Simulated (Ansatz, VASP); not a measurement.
# MnS: VASP beside Ansatz

```xyz
2
Lattice="0.0000 2.5841 2.5841 2.5841 0.0000 2.5841 2.5841 2.5841 0.0000" Properties=species:S:1:pos:R:3 pbc="T T T"
Mn    0.0000    0.0000    0.0000
S     2.5841    2.5841    2.5841
```

Alike in both runs: task single point; functional PBE; k mesh 6 × 6 × 6; occupations gaussian, width 0.05 eV; collinear spin.

```csv
,VASP,Ansatz
version,VASP 6.6.1,Ansatz 0.2.0
potentials or method,"VASP PAW PBE potentials, release 64 (Mn_pv, S), cutoff 520 eV","scalar-relativistic, plane waves, PAW"
valence electrons in the cell,19,21
```

```csv
,VASP,Ansatz,Ansatz less VASP
gap on the k mesh at the Fermi level (eV),none,none,-
pressure (GPa),-2.0,-2.0,+0.01
net moment per atom (μB),2.32,2.32,0.000
size of the moment on the site where the two differ most (μB),4.21,4.15,-0.058
```

Site moments also hang on the region over which each program counts them. A gap of «none» marks a metal or a gap that the smearing closes. VASP's potentials hold 19 valence electrons a cell and Ansatz's 21, so a difference there can come from the potentials and not from the codes.
